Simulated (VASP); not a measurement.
A run of VASP 6.6.1 is set up as follows.

The input INCAR:

```
SYSTEM = Be2C
ALGO = Normal ; EDIFF = 1E-7
EDIFFG = -0.002 ; ENCUT = 600
GGA = PS ; GGA_COMPAT = .FALSE.
IBRION = 2 ; ISIF = 3
ISMEAR = 0 ; LASPH = .TRUE.
LCHARG = .FALSE. ; LREAL = .FALSE.
LWAVE = .FALSE. ; NELM = 120
NELMIN = 4 ; NSW = 100
PREC = Accurate ; PSTRESS = 70.0
SIGMA = 0.01
```

File KPOINTS:

```
k-points
0
G
  10 10 10
  0 0 0
```

The input POSCAR:

```
Be2C
1.0
    2.1553793063      2.1553793063      0.0000000000
   -2.1553793063      2.1553793063      0.0000000000
    0.0000000000      2.1553793063      2.1553793063
Be C
2 1
Direct
    0.2500000000      0.7500000000      0.5000000000
    0.7500000000      0.2500000000      0.5000000000
    0.0000000000      0.0000000000      0.0000000000
```

Potentials or basis: VASP PAW PBE potentials, release 64 (Be, C).

Launch:

```sh
$ cat potpaw_PBE.64/Be/POTCAR potpaw_PBE.64/C/POTCAR > POTCAR
$ mpirun -np 1 vasp_std > vasp.out
```

Problem. Predict the relaxed volume.

Solution. 6.48 Å³/atom.

Problem. What does it give for the band gap on the k mesh?

Solution. 1.08 eV (least direct gap 4.16 eV).

The path:
```tsv
step	energy change (eV)	largest force (eV/Å)	pressure (GPa)	volume (Å³)
1	0.0000	0.0000	0.56	20.03
2	0.0228	0.0000	9.22	19.26
3	0.0135	0.0000	7.01	19.44
```

Caveat: the cell is relaxed towards a set pressure, so the run minimises the enthalpy, not the energy; the PAW data sets were made with another functional, which shifts forces and pressure a little. A k mesh can miss the band edges.
